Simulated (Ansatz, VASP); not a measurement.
## Hf3N4 in VASP and in Ansatz

File INCAR:

```
PREC = Accurate
ENCUT = 520
EDIFF = 1E-7
ISMEAR = 0
SIGMA = 0.02
LREAL = False
LASPH = True
NELM = 120
ALGO = Normal
ISIF = 2
LWAVE = False
LCHARG = False
GGA = PE
IBRION = 2
NSW = 50
EDIFFG = -0.01
GGA_COMPAT = False
NELMIN = 4
KPAR = 4
```

File KPOINTS:

```
Automatic mesh
0
Gamma
  6 6 6
```

The input POSCAR:

```
Hf3N4
1.0
   -3.2629366953      3.2629366953      3.2629366953
    3.2629366953     -3.2629366953      3.2629366953
    3.2629366953      3.2629366953     -3.2629366953
Hf N
6 8
Direct
    0.2500000000      0.6250000000      0.3750000000
    0.3750000000      0.2500000000      0.6250000000
    0.7500000000      0.8750000000      0.1250000000
    0.1250000000      0.7500000000      0.8750000000
    0.6250000000      0.3750000000      0.2500000000
    0.8750000000      0.1250000000      0.7500000000
    0.1427030412      0.1427030412      0.1427030412
    0.8572969588      0.5000000000      0.0000000000
    0.5000000000      0.0000000000      0.3572969588
    0.0000000000      0.8572969588      0.5000000000
    0.3572969588      0.5000000000      0.0000000000
    0.6427030412      0.6427030412      0.6427030412
    0.0000000000      0.3572969588      0.5000000000
    0.5000000000      0.0000000000      0.8572969588
```

Input for Ansatz:

```yaml
crystal:
  lattice:
    - [-3.2629366953, 3.2629366953, 3.2629366953]
    - [3.2629366953, -3.2629366953, 3.2629366953]
    - [3.2629366953, 3.2629366953, -3.2629366953]
  atoms:
    - { symbol: Hf, position: [0.25, 0.625, 0.375] }
    - { symbol: Hf, position: [0.375, 0.25, 0.625] }
    - { symbol: Hf, position: [0.75, 0.875, 0.125] }
    - { symbol: Hf, position: [0.125, 0.75, 0.875] }
    - { symbol: Hf, position: [0.625, 0.375, 0.25] }
    - { symbol: Hf, position: [0.875, 0.125, 0.75] }
    - { symbol: "N", position: [0.1427030412, 0.1427030412, 0.1427030412] }
    - { symbol: "N", position: [0.8572969588, 0.5, 0.0] }
    - { symbol: "N", position: [0.5, 0.0, 0.3572969588] }
    - { symbol: "N", position: [0.0, 0.8572969588, 0.5] }
    - { symbol: "N", position: [0.3572969588, 0.5, 0.0] }
    - { symbol: "N", position: [0.6427030412, 0.6427030412, 0.6427030412] }
    - { symbol: "N", position: [0.0, 0.3572969588, 0.5] }
    - { symbol: "N", position: [0.5, 0.0, 0.8572969588] }
basis:
  ecutwfc: 420
kpoints:
  mp_grid: { grid: [6, 6, 6] }
hamiltonian:
  xc: pbe
scf:
  occupations: { method: gaussian, width: 0.02 }
output:
  forces: true
  stress: true
  eigenvalues: true
relax:
  adjacent_minimum: "off"
  f_tol: 0.01
  max_steps: 30
```

Alike in both runs: task relaxation of the atoms; functional PBE; k mesh 6 × 6 × 6; occupations gaussian, width 0.02 eV; no spin polarisation.

|  | VASP | Ansatz |
| --- | --- | --- |
| version | VASP 6.6.1 | Ansatz 0.2.0 |
| potentials or method | VASP PAW PBE potentials, release 64 (Hf_pv, N), cutoff 520 eV | scalar-relativistic, plane waves, PAW |
| valence electrons in the cell | 100 | 196 |

```tsv
	VASP	Ansatz	Ansatz less VASP
gap on the k mesh at the Fermi level, each at its own relaxed structure (eV)	1.20	1.21	+0.005
```

VASP's potentials hold 100 valence electrons a cell and Ansatz's 196, so a difference there can come from the potentials and not from the codes. Ansatz's warnings: stress scf threshold loose.

Neither program's run includes spin-orbit coupling.
